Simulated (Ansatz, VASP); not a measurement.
## Mg: VASP beside Ansatz

```
Mg
1.0
     3.05030    0.00000    0.00000
    -1.52515    2.64164    0.00000
     0.00000    0.00000    3.04484
Mg
1
Direct
  0.04472 0.03823 0.02195
```

Alike in both runs: task single point; functional PBE; k mesh 3 × 3 × 2; occupations gaussian, width 0.1 eV; collinear spin.

|  | VASP | Ansatz |
| --- | --- | --- |
| version | VASP 6.6.1 | Ansatz 0.2.0 |
| potentials or method | VASP PAW PBE potentials, release 64 (Mg), cutoff 600 eV | scalar-relativistic, plane waves, PAW |
| valence electrons in the cell | 2 | 10 |

```tsv
	VASP	Ansatz	Ansatz less VASP
gap on the k mesh at the Fermi level (eV)	none	none	-
pressure (GPa)	5.6	3.1	-2.50
traceless stress, the component that is largest in VASP (GPa)	27.07	13.30	-13.771
net moment per atom (μB)	0.33	0.77	+0.441
size of the moment on the site where the two differ most (μB)	0.03	0.32	+0.284
```

The net moments are unlike, so the other rows may belong to different states. Site moments also hang on the region over which each program counts them. A gap of «none» marks a metal or a gap that the smearing closes. VASP's potentials hold 2 valence electrons a cell and Ansatz's 10, so a difference there can come from the potentials and not from the codes. Ansatz's warnings: no starting moments.

The k mesh is coarse, so the values compare programs but aren't converged.
